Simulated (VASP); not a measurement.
The system is Sb.

```
Sb
1.0
     2.15420    1.24373    3.75800
    -2.15420    1.24373    3.75800
     0.00000   -2.48746    3.75800
Sb
2
Direct
  0.76651 0.76651 0.76651
  0.23349 0.23349 0.23349
```

| Item | Value |
| --- | --- |
| Program | VASP 6.6.1 |
| Task | relaxation of cell and atoms |
| Functional | PBEsol |
| Potentials or basis | VASP PAW PBE potentials, release 64 (Sb) |
| Cutoff | 600 eV |
| k mesh | 8 × 8 × 8 |
| Occupations | fermi-dirac, width 0.05 eV |
| Spin | no spin polarisation |

At the start: pressure 0.2 GPa; volume 30.21 Å³/atom.

Task: Where does the relaxation end?

Result: Over 6 steps the energy falls by 2.8 meV/atom and the volume is 29.86 Å³/atom (-1.2 %); space group R-3m (No. 166, to 0.1 Å) before and after.

Step by step:
```tsv
step	energy change (eV)	largest force (eV/Å)	pressure (GPa)	volume (Å³)
1	0.0000	0.1571	0.20	60.41
2	-0.0022	0.0594	-0.37	60.74
3	-0.0023	0.0344	-0.52	60.83
4	-0.0040	0.0215	-0.36	60.47
5	-0.0055	0.0015	-0.06	59.87
6	-0.0055	0.0037	0.02	59.71
```

Final structure:
```cif
data_structure
_symmetry_space_group_name_H-M 'P 1'
_symmetry_Int_Tables_number 1
_cell_length_a 4.4507
_cell_length_b 4.4507
_cell_length_c 4.4507
_cell_angle_alpha 58.158
_cell_angle_beta 58.158
_cell_angle_gamma 58.158
_cell_volume 59.71
loop_
_atom_site_label
_atom_site_type_symbol
_atom_site_fract_x
_atom_site_fract_y
_atom_site_fract_z
_atom_site_occupancy
Sb1 Sb 0.76418 0.76418 0.76418 1
Sb2 Sb 0.23582 0.23582 0.23582 1
```

Caveat: the PAW data sets were made with another functional, which shifts forces and pressure a little.
